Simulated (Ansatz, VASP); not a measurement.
One calculation of Mo3H, two programs

The input INCAR:

```
SYSTEM = Mo3H
PREC     = Accurate       ! precision mode
ENCUT    = 520            ! plane-wave cutoff, eV
EDIFF    = 1E-6           ! SCF threshold, eV
ISMEAR   = 0              ! smearing method
SIGMA    = 0.1            ! smearing width, eV
LREAL    = .False.        ! projectors in reciprocal space
LASPH    = .True.         ! aspherical terms in the spheres
NELM     = 150            ! most SCF steps
ALGO     = Normal         ! electronic algorithm
ISIF     = 2              ! what is computed and relaxed
LWAVE    = .False.        ! write WAVECAR
LCHARG   = .False.        ! write CHGCAR
ISPIN    = 2              ! spin polarisation
MAGMOM   = 0 0 0 1        ! initial moments
LORBIT   = 11             ! projections on sites
LMAXMIX  = 4              ! l up to which the mixer works
LDIPOL   = .True.       
IDIPOL   = 3            
DIPOL    = 0.5 0.5 0.329
GGA      = PE             ! functional
NBANDS   = 34             ! bands
```

The input KPOINTS:

```
Automatic mesh
0
Gamma
  10 10 1
  0 0 0
```

The input POSCAR:

```
Mo3H
1.0
    2.7370454666      0.0000000000      0.0000000000
   -0.9123484889      2.5805112132      0.0000000000
    0.0000000000      0.0000000000     21.3082440588
Mo H
3 1
Direct
    0.5000000000      0.5000000000      0.1877207708
    0.0000000000      0.0000000000      0.2888166433
    0.5000000000      0.5000000000      0.3899074948
    0.8333333333      0.8333333333      0.4495088395
```

Input for Ansatz:

```yaml
crystal:
  lattice:
    - [2.7370454666, 0.0, 0.0]
    - [-0.9123484889, 2.5805112132, 0.0]
    - [0.0, 0.0, 21.3082440588]
  atoms:
    - { symbol: Mo, position: [0.5, 0.5, 0.1877207708] }
    - { symbol: Mo, position: [0.0, 0.0, 0.2888166433] }
    - { symbol: Mo, position: [0.5, 0.5, 0.3899074948] }
    - { symbol: H, position: [0.8333333333, 0.8333333333, 0.4495088395], spin: 1.0 }
basis:
  ecutwfc: 420
kpoints:
  mp_grid: { grid: [10, 10, 1] }
hamiltonian:
  xc: pbe
  pseudopotentials: { kind: paw, azcp: { folder: soft_1 } }
scf:
  occupations: { method: gaussian, width: 0.1 }
output:
  forces: true
  eigenvalues: true
  populations: true
magnetization:
  spin_polarized: true
efield:
  axis: 3
  dipole_correction: true
  ramp_width: 0.04
```

Alike in both runs: task single point; functional PBE; k mesh 10 × 10 × 1; occupations gaussian, width 0.1 eV; collinear spin.

```csv
,VASP,Ansatz
version,VASP 6.6.1,Ansatz 0.2.0
potentials or method,"VASP PAW PBE potentials, release 64 (Mo_sv, H), cutoff 520 eV","scalar-relativistic, plane waves, PAW"
valence electrons in the cell,43,43
```

Ansatz gave:

| Quantity | Value |
| --- | --- |
| gap on the k mesh at the Fermi level (eV) | none |
| rms of the force components (eV/Å) | 0.757 |
| net moment per atom (μB) | 0.00 |

Question: Which values does VASP return?

Answer: gap on the k mesh at the Fermi level (eV): none; rms of the force components (eV/Å): 0.758; net moment per atom (μB): 0.00.

Atom by atom the forces differ by 0.009 eV/Å (rms over components). A gap of «none» marks a metal or a gap that the smearing closes. The functional is the same, so the differences come from potentials, cutoffs and numerics. Ansatz's warnings: seeded moment not kept.
